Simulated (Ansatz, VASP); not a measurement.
**Tl in VASP and in Ansatz**

```
Tl
1.0
     3.40996    0.00000    0.00000
    -1.70498    2.95311    0.00000
     0.00000    0.00000   11.13693
Tl
4
Cartesian
  0.0000 0.0000 0.0000
  0.0000 0.0000 5.5685
  0.0000 1.9687 2.7842
  1.7050 0.9844 8.3527
```

Alike in both runs: task relaxation of cell and atoms; functional LDA; k mesh 11 × 11 × 3; occupations fermi-dirac, width 0.1 eV; no spin polarisation.

|  | VASP | Ansatz |
| --- | --- | --- |
| version | VASP 6.6.1 | Ansatz 0.2.0 |
| potentials or method | VASP PAW LDA potentials, release 64 (Tl_d), cutoff 600 eV | plane waves (420 eV) with PAW, scalar-relativistic |
| valence electrons in the cell | 52 | 52 |

```tsv
	VASP	Ansatz	Ansatz less VASP
relaxed volume (Å³/atom)	27.21	27.12	-0.085
relaxed length of the cell vector where the two differ most in proportion (Å)	10.998	10.977	-0.0210
```

Ansatz warns that its potentials were made for another functional, while VASP's fit it. LDA's correlation is that of Perdew and Zunger in VASP and of Perdew and Wang (1992) in Ansatz.

Neither program's run includes spin-orbit coupling.
